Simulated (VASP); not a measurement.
## Si2Mo: single point with PBEsol

Crystal: Si2Mo.

```
Si Mo
1.0
    -1.59504    1.59504    3.91069
     1.59504   -1.59504    3.91069
     1.59504    1.59504   -3.91069
Si Mo
2 1
Direct
  0.30735 0.36277 0.00000
  0.63723 0.69265 0.00000
  0.00000 0.00000 0.00000
```

This cell differs from its parent crystal: all Si atoms moved +0.125 Å, as atom 1 along Cartesian [1 -1 0].

| Property | Result |
| --- | --- |
| Program | VASP 6.6.1 |
| Task | single point |
| Functional | PBEsol |
| Potentials or basis | VASP PAW PBE potentials, release 64 (Si, Mo_sv) |
| Cutoff | 520 eV |
| k mesh | 20 × 20 × 20 |
| Occupations | gaussian, width 0.15 eV |
| Spin | no spin polarisation |

```json
{
  "Pressure": "1.5 GPa",
  "Largest force": "1.322 eV/Å",
  "Band gap on the k mesh": "zero (bands 11 and 12 overlap by 0.77 eV)"
}
```

Forces in eV/Å, atoms in the order of the input:
```
Si  -0.468  0.468 -0.097
Si  -0.468  0.468  0.097
Mo   0.935 -0.935  0.000
```

Stress tensor (GPa, compression positive):
```
 1.69 -1.51  0.00
-1.51  1.69  0.00
 0.00  0.00  1.22
```

Levels at points of the mesh, in eV from the Fermi level:
| k point | band 7 | band 8 | band 9 | band 10 | band 11 | band 12 | band 13 | band 14 | band 15 | band 16 |
| --- | --- | --- | --- | --- | --- | --- | --- | --- | --- | --- |
| (0.00, 0.00, 0.00) | -3.41 | -3.17 | -2.61 | -2.60 | 0.35 | 2.99 | 3.15 | 3.64 | 3.66 | 4.22 |
| (0.50, 0.00, 0.00) | -5.04 | -4.48 | -2.62 | -2.55 | -0.54 | 2.30 | 3.17 | 4.13 | 4.29 | 5.31 |
| (0.50, 0.50, 0.00) | -5.68 | -5.18 | -4.46 | -3.13 | -1.20 | 2.35 | 2.73 | 3.21 | 3.39 | 4.76 |
| (0.00, 0.00, 0.50) | -5.68 | -5.15 | -4.47 | -3.09 | -1.17 | 2.35 | 2.81 | 2.99 | 3.60 | 4.77 |
| (0.50, 0.50, 0.50) | -3.67 | -2.26 | -0.65 | -0.55 | -0.46 | -0.37 | 0.60 | 4.82 | 5.21 | 5.96 |

Wall time 9.8 min on 1 thread of AMD EPYC 9R45 96-Core Processor (Zen 5), on a shared host, peak memory 0.82 GiB.

Caveat: the cell differs from its parent crystal (all Si atoms moved +0.125 Å, as atom 1 along Cartesian [1 -1 0]); the PAW data sets were made with another functional, which shifts forces and pressure a little.
